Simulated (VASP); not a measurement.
Write the native input for VASP 6.6.1 that does the following.

```yaml
Task: single point
Functional: PBE
Potentials_or_basis: VASP PAW PBE potentials, release 64 (Zn, Sb, O)
Cutoff: 520 eV
k_mesh: 6 × 6 × 6
Occupations: gaussian, width 0.1 eV
Spin: no spin polarisation
Dipole_correction: no
Further_INCAR_settings: ALGO = Normal; EDIFF = 1e-06; NBANDS = 32
```

The structure of Zn2SbO3 lies in POSCAR:

```
Zn2SbO3
1.0
    2.9693956552      1.7143813809      2.6604773271
   -2.9693956552      1.7143813809      2.6604773271
    0.0000000000     -3.4287627618      2.6604773271
Zn Sb O
2 1 3
Direct
    0.6439088974      0.6439088974      0.6439088974
    0.3560911026      0.3560911026      0.3560911026
    0.0000000000      0.0000000000      0.0000000000
    0.0000000000      0.5000000000      0.0000000000
    0.5000000000      0.0000000000      0.0000000000
    0.0000000000      0.0000000000      0.5000000000
```

One way to write it, as run:

INCAR

```
SYSTEM = Zn2SbO3
ALGO = Normal
EDIFF = 1E-6
ENCUT = 520
GGA = PE
ISIF = 2
ISMEAR = 0
LASPH = .True.
LCHARG = .False.
LREAL = .False.
LWAVE = .False.
NBANDS = 32
NELM = 100
PREC = Accurate
SIGMA = 0.1
```

KPOINTS

```
k-points
0
Gamma
  6 6 6
  0 0 0
```

Potentials or basis: VASP PAW PBE potentials, release 64 (Zn, Sb, O).

Launch:

```sh
$ cat potpaw_PBE.64/Zn/POTCAR potpaw_PBE.64/Sb/POTCAR potpaw_PBE.64/O/POTCAR > POTCAR
$ mpirun -np 1 vasp_std > vasp.out
```

Results of the run:

| Property | Result |
| --- | --- |
| Pressure | -0.2 GPa |
| Largest force | 0.004 eV/Å |

Caveat: an odd number of electrons without spin polarisation forces a metal; a magnetic or distorted state may lie lower.

Wall time 51 s on 1 thread of Intel(R) Xeon(R) Platinum 8488C (Sapphire Rapids) (shared host), peak memory 0.22 GiB.
